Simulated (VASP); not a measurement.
# Zn (Im-3m) in VASP: notebook

Zn is run at these levels: PBE; tasks: single point.

Everything below comes from runs of VASP 6.6.1. Logs are shortened: lines on timing, memory, paths and dates and some standing lists are left out, and cuts for length are marked.

## (1) The cell of the first run

It takes space group Im-3m (No. 229, cubic). Conventional cell: a = 3.131 Å, b = 3.131 Å, c = 3.131 Å, α = 90.00°, β = 90.00°, γ = 90.00°. Within 3.6 Å of Zn (site symmetry m-3m) lie 14 Zn at 2.71 to 3.13 Å.

## (2) Single point, PBE

Contents of INCAR:

```
SYSTEM = Zn
ALGO = Normal ; EDIFF = 1E-7
ENCUT = 520 ; GGA = PE
ISIF = 2 ; ISMEAR = -1
LASPH = .True. ; LCHARG = .False.
LREAL = .False. ; LWAVE = .False.
NBANDS = 12 ; NELM = 80
PREC = Accurate ; SIGMA = 0.1
```

Contents of KPOINTS:

```
k-points
0
Gamma
  7 7 7
  0 0 0
```

Contents of POSCAR:

```
Zn
1.0
   -1.5656848689      1.5656848689      1.5656848689
    1.5656848689     -1.5656848689      1.5656848689
    1.5656848689      1.5656848689     -1.5656848689
Zn
1
Direct
    0.0000000000      0.0000000000      0.0000000000
```

Potentials or basis: VASP PAW PBE potentials, release 64 (Zn).

Command:

```sh
$ cat potpaw_PBE.64/Zn/POTCAR > POTCAR
$ mpirun -np 1 vasp_std > vasp.out
```

OUTCAR:

```text
SYSTEM = Zn
   EDIFF = 1E-7
   ENCUT = 520
   GGA = PE
   ISIF = 2
   ISMEAR = -1
   LASPH = .True.
   LREAL = .False.
   NELM = 80
   PREC = Accurate

 ion  position               nearest neighbor table
   1  0.000  0.000  0.000-

  LATTYP: Found a body centered cubic cell.
 ALAT       =     3.1313697378

  Lattice vectors:

 A1 = (  -1.5656848689,   1.5656848689,   1.5656848689)
 A2 = (   1.5656848689,  -1.5656848689,   1.5656848689)
 A3 = (   1.5656848689,   1.5656848689,  -1.5656848689)

Analysis of symmetry for initial positions (statically):
=====================================================================
 Subroutine PRICEL returns:
 Original cell was already a primitive cell.

 Routine SETGRP: Setting up the symmetry group for a
 body centered cubic supercell.

 Subroutine GETGRP returns: Found 48 space group operations
 (whereof 48 operations were pure point group operations)
 out of a pool of 48 trial point group operations.

The static configuration has the point symmetry O_h .

Analysis of symmetry for dynamics (positions and initial velocities):
=====================================================================
 Subroutine PRICEL returns:
 Original cell was already a primitive cell.

 Routine SETGRP: Setting up the symmetry group for a
 body centered cubic supercell.

 Subroutine GETGRP returns: Found 48 space group operations
 (whereof 48 operations were pure point group operations)
 out of a pool of 48 trial point group operations.

The dynamic configuration has the point symmetry O_h .

 Subroutine INISYM returns: Found 48 space group operations
 (whereof 48 operations are pure point group operations),
 and found     1 'primitive' translations

----------------------------------------------------------------------------------------

                                     Primitive cell

  volume of cell :      15.3523

  direct lattice vectors                    reciprocal lattice vectors
    -1.565684869  1.565684869  1.565684869     0.000000000  0.319349066  0.319349066
     1.565684869 -1.565684869  1.565684869     0.319349066  0.000000000  0.319349066
     1.565684869  1.565684869 -1.565684869     0.319349066  0.319349066  0.000000000

  length of vectors
     2.711845742  2.711845742  2.711845742     0.451627780  0.451627780  0.451627780

  position of ions in fractional coordinates (direct lattice)
     0.000000000  0.000000000  0.000000000

  ion indices of the primitive-cell ions
   primitive index   ion index
                 1           1

----------------------------------------------------------------------------------------

 KPOINTS: k-points

Automatic generation of k-mesh.
 Grid dimensions read from file:
 generate k-points for:    7    7    7

 Generating k-lattice:

  Cartesian coordinates                     Fractional coordinates (reciprocal lattice)
     0.000000000  0.045621295  0.045621295     0.142857143  0.000000000  0.000000000
     0.045621295  0.000000000  0.045621295     0.000000000  0.142857143  0.000000000
     0.045621295  0.045621295  0.000000000     0.000000000  0.000000000  0.142857143

  Length of vectors
     0.064518254  0.064518254  0.064518254

  Shift w.r.t. Gamma in fractional coordinates (k-lattice)
     0.000000000  0.000000000  0.000000000

 Subroutine IBZKPT returns following result:
 ===========================================

 Found     20 irreducible k-points:

 Following reciprocal coordinates:
            Coordinates               Weight
  0.000000  0.000000  0.000000      1.000000
  0.142857  0.000000  0.000000     12.000000
  0.285714  0.000000  0.000000     12.000000
  0.428571  0.000000  0.000000     12.000000
  0.142857  0.142857  0.000000     24.000000
  0.285714  0.142857 -0.000000     48.000000
[... 12 lines left out ...]
 -0.428571 -0.428571  0.285714      8.000000
 -0.428571  0.428571  0.428571      6.000000
   k-points           NKPTS =     20   k-points in BZ     NKDIM =     20   number of bands    NBANDS=     12
   number of dos      NEDOS =    301   number of ions     NIONS =      1
   total plane-waves  NPLWV =   8000
   dimension x,y,z NGX =    20 NGY =   20 NGZ =   20
   dimension x,y,z NGXF=    40 NGYF=   40 NGZF=   40
   ions per type =               1
   NGX,Y,Z   is equivalent  to a cutoff of  12.26, 12.26, 12.26 a.u.
   NGXF,Y,Z  is equivalent  to a cutoff of  24.52, 24.52, 24.52 a.u.
 SYSTEM =  Zn
   PREC   = accura    normal or accurate (medium, high low for compatibility)
   ISTART =      0    job   : 0-new  1-cont  2-samecut
   ICHARG =      2    charge: 1-file 2-atom 10-const
   ISPIN  =      1    spin polarized calculation?
   LNONCOLLINEAR =      F non collinear calculations
   LSORBIT =      F    spin-orbit coupling
   LASPH  =      T    aspherical Exc in radial PAW
   ENCUT  =  520.0 eV  38.22 Ry    6.18 a.u.   5.04  5.04  5.04*2*pi/ulx,y,z
   NELM   =     80;   NELMIN=  2; NELMDL= -5     # of ELM steps
   EDIFF  = 0.1E-06   stopping-criterion for ELM
   LREAL  =      F    real-space projection
   EDIFFG = 0.1E-05   stopping-criterion for IOM
   NSW    =      0    number of steps for IOM
   IBRION =     -1    ionic relax: 0-MD 1-quasi-New 2-CG
   NFREE  =      0    steps in history (QN), initial steepest desc. (CG)
   ISIF   =      2    stress and relaxation
   ISYM   =      2    0-nonsym 1-usesym 2-fastsym
   POTIM  = 0.5000    time-step for ionic-motion
   TEBEG  =    0.0;   TEEND  =   0.0 temperature during run
   PSTRESS=    0.0 pullay stress
   NELECT =      12.0000    total number of electrons
   NUPDOWN=      -1.0000    fix difference up-down
   EMIN   =  10.00;   EMAX   =-10.00  energy-range for DOS
   EFERMI =   0.00;   METHOD = LEGACY
   ISMEAR =    -1;   SIGMA  =   0.10  broadening in eV -4-tet -1-fermi 0-gaus
   EFERMI_NEDOS =   21; number of points for ismear=-14 and -15
   IALGO  =     38    algorithm
   IMIX   =      4    mixing-type and parameters
     AMIX     =   0.40;   BMIX     =  1.00
     AMIX_MAG =   1.60;   BMIX_MAG =  1.00
  volume/ion in A,a.u.               =      15.35       103.60
  Fermi-wavevector in a.u.,A,eV,Ry     =   1.508033  2.849769 30.941880  2.274164
  Thomas-Fermi vector in A             =   2.618541
   LORBIT       =      0    0 simple, 1 ext, 2 COOP (PROOUT), +10 PAW based schemes
   GGA     = PE    functional components
   LHFCALC =     F    Hartree Fock is set to
   AEXX    =    0.0000 exact exchange contribution
   IVDW    =     0    specifies the selected vdW correction
   LEPSILON=     F    determine dielectric tensor
   LRPA    =     F    only Hartree local field effects (RPA)
 non-spin polarized calculation
  energy-cutoff  :      520.00
  volume of cell :       15.35
 maximum number of plane-waves:       426
   NGX =  9   NGY =  9   NGZ =  9

 number of electron      12.0000024 magnetization

 Free energy of the ion-electron system (eV)
  ---------------------------------------------------
  ext. energy  EPLUGINS =         0.00000000
  ---------------------------------------------------
  free energy    TOTEN  =        -1.06402078 eV

  energy without entropy =       -1.05714352  energy(sigma->0) =       -1.06058215

 E-fermi :   3.0081     XC(G=0): -11.5197

 val. band max:        2.7956935790   @ k =  -0.4286  -0.4286   0.1429
 cond. band min:       3.3652168401   @ k =  -0.4286  -0.4286   0.1429
 fundamental gap:      0.5695232611
 Fermi energy:         3.0080502248

 k-point     1 :       0.0000    0.0000    0.0000
  band No.  band energies     occupation
      1      -7.2567      2.00000
      2      -4.6495      2.00000
      3      -4.6495      2.00000
      4      -4.6495      2.00000
      5      -4.1470      2.00000
      6      -4.1470      2.00000
      7      22.2000      0.00000
      8      22.2000      0.00000
      9      22.2001      0.00000
     10      23.8997      0.00000
     11      23.8997      0.00000
     12      23.8998      0.00000

 k-point     2 :       0.1429    0.0000    0.0000
  band No.  band energies     occupation
      1      -6.6241      2.00000
      2      -4.7069      2.00000
      3      -4.6298      2.00000
      4      -4.5035      2.00000
      5      -4.1923      2.00000
      6      -4.1432      2.00000
      7      16.3916      0.00000
      8      19.3045      0.00000
      9      19.9976      0.00000
     10      21.4534      0.00000
     11      21.8830      0.00000
     12      24.0323      0.00000

 k-point     3 :       0.2857    0.0000    0.0000
  band No.  band energies     occupation
      1      -5.3752      2.00000
      2      -4.8350      2.00000
      3      -4.2162      2.00000
      4      -4.1570      2.00000
      5      -4.1308      2.00000
      6      -3.9926      2.00000
      7       9.5940      0.00000
      8      16.3233      0.00000
      9      17.3994      0.00000
     10      19.5021      0.00000
     11      20.5855      0.00000
     12      26.1293      0.00000

 k-point     4 :       0.4286    0.0000    0.0000
  band No.  band energies     occupation
      1      -5.2819      2.00000
      2      -4.9369      2.00000
      3      -4.1806      2.00000
      4      -4.1172      2.00000
      5      -3.8579      2.00000
      6      -0.9854      2.00000
      7       3.9071      0.00025
      8      14.6717      0.00000
      9      16.0123      0.00000
     10      18.5586      0.00000
     11      19.9700      0.00000
     12      29.4689      0.00000

 k-point     5 :       0.1429    0.1429    0.0000
  band No.  band energies     occupation
      1      -5.5553      2.00000
      2      -4.7166      2.00000
      3      -4.7091      2.00000
      4      -4.2435      2.00000
      5      -4.1611      2.00000
      6      -4.0153      2.00000
      7      13.1157      0.00000
      8      13.4588      0.00000
      9      17.2643      0.00000
     10      22.0770      0.00000
     11      22.6477      0.00000
     12      25.4943      0.00000
[... 168 lines left out ...]
      1      -4.8125      2.00000
      2      -4.7636      2.00000
      3      -4.3625      2.00000
      4      -4.3625      2.00000
      5      -4.1817      2.00000
      6      -1.4969      2.00000
      7      10.8907      0.00000
      8      10.8907      0.00000
      9      13.0271      0.00000
     10      13.8281      0.00000
     11      25.3397      0.00000
     12      29.0512      0.00000

 k-point    18 :      -0.4286    0.4286    0.2857
  band No.  band energies     occupation
      1      -4.9796      2.00000
      2      -4.8814      2.00000
      3      -4.3426      2.00000
      4      -4.2084      2.00000
      5      -3.9121      2.00000
      6       1.6983      2.00000
      7       6.1655      0.00000
      8       9.3508      0.00000
      9      12.4217      0.00000
     10      15.6155      0.00000
     11      19.8762      0.00000
     12      27.9724      0.00000

 k-point    19 :      -0.4286   -0.4286    0.2857
  band No.  band energies     occupation
      1      -5.0209      2.00000
      2      -5.0209      2.00000
      3      -4.2984      2.00000
      4      -3.9539      2.00000
      5      -3.9539      2.00000
      6       5.4310      0.00000
      7       5.4585      0.00000
      8       5.4585      0.00000
      9      14.6670      0.00000
     10      15.2372      0.00000
     11      15.2372      0.00000
     12      28.0884      0.00000

 k-point    20 :      -0.4286    0.4286    0.4286
  band No.  band energies     occupation
      1      -5.1457      2.00000
      2      -5.1325      2.00000
      3      -3.9703      2.00000
      4      -3.9703      2.00000
      5      -3.9287      2.00000
      6       4.7123      0.00000
      7       7.7519      0.00000
      8       7.7519      0.00000
      9      11.1657      0.00000
     10      11.9186      0.00000
     11      14.5605      0.00000
     12      34.2125      0.00000

------------------------ aborting loop because EDIFF is reached ----------------------------------------

  FORCE on cell =-STRESS in cart. coord.  units (eV):
  Direction    XX          YY          ZZ          XY          YZ          ZX
  --------------------------------------------------------------------------------------
  -------------------------------------------------------------------------------------
  Total       -0.0607960     -0.0607960     -0.0607960     -0.0000000      0.0000000     -0.0000000
  in kB       -6.3447168     -6.3447168     -6.3447168     -0.0000000      0.0000000     -0.0000000
  external PRESSURE =      -6.3447168 kB  Pullay stress =       0.0000000 kB

 VOLUME and BASIS-vectors are now :
 -----------------------------------------------------------------------------
  energy-cutoff  :      520.00
  volume of cell :       15.35
      direct lattice vectors                 reciprocal lattice vectors
    -1.565684869  1.565684869  1.565684869     0.000000000  0.319349066  0.319349066
     1.565684869 -1.565684869  1.565684869     0.319349066  0.000000000  0.319349066
     1.565684869  1.565684869 -1.565684869     0.319349066  0.319349066  0.000000000

 POSITION                                       TOTAL-FORCE (eV/Angst)
 -----------------------------------------------------------------------------------
      0.00000      0.00000      0.00000        -0.000000      0.000000      0.000000
 -----------------------------------------------------------------------------------
    total drift:                                0.000000     -0.000000     -0.000000

  FREE ENERGIE OF THE ION-ELECTRON SYSTEM (eV)
  ---------------------------------------------------
  free  energy   TOTEN  =        -1.0640207828 eV

  energy  without entropy=       -1.0571435159  energy(sigma->0) =       -1.06058215
```

Run time: 2.5 s. Hardware: 1 thread of AMD EPYC 9R45 (Zen 5), shared host; peak memory 0.09 GiB.

What came out:

```
Free energy            : -1.0640 eV
Pressure               : -0.6 GPa
Band gap on the k mesh : zero (band 6 reaches 5.43 eV, above the bottom of band 7 at 2.45 eV)
```

Caveat: the k points lie up to 0.41 Å⁻¹ apart.

## (3) Single point, PBE

Contents of INCAR:

```
SYSTEM = Zn
PREC = Accurate
ENCUT = 520
EDIFF = 1E-6
ISMEAR = -1
SIGMA = 0.1
LREAL = .False.
LASPH = .True.
NELM = 60
ALGO = Normal
ISIF = 2
LWAVE = .False.
LCHARG = .False.
GGA = PE
NBANDS = 12
```

Contents of KPOINTS:

```
regular mesh
0
Gamma
  14 14 14
  0 0 0
```

Contents of POSCAR:

```
Zn
1.0
   -1.5656849005      1.5656849005      1.5656849005
    1.5656849005     -1.5656849005      1.5656849005
    1.5656849005      1.5656849005     -1.5656849005
Zn
1
Direct
    0.0000000000      0.0000000000      0.0000000000
```

Potentials or basis: VASP PAW PBE potentials, release 64 (Zn).

Command:

```sh
$ cat potpaw_PBE.64/Zn/POTCAR > POTCAR
$ mpirun -np 1 vasp_std > vasp.out
```

It took 6.7 s on 1 thread of Intel Xeon 6975P-C, shared host; peak memory 0.13 GiB.

Results (log left out):

* Free energy: -1.0280 eV
* Pressure: 0.3 GPa
* Band gap on the k mesh: zero (band 6 reaches 7.33 eV, above the bottom of band 7 at 2.15 eV)

Levels at points of the mesh, in eV from the Fermi level:
| k point | band 3 | band 4 | band 5 | band 6 | band 7 | band 8 | band 9 | band 10 |
| --- | --- | --- | --- | --- | --- | --- | --- | --- |
| (0.00, 0.00, 0.00) | -7.78 | -7.78 | -7.28 | -7.28 | 19.06 | 19.06 | 19.06 | 20.76 |
| (0.50, 0.00, 0.00) | -7.30 | -7.25 | -6.94 | -2.68 | -0.99 | 11.32 | 12.70 | 15.31 |
| (0.50, 0.50, 0.50) | -7.02 | -7.02 | -7.02 | 4.19 | 4.19 | 4.19 | 7.51 | 8.56 |
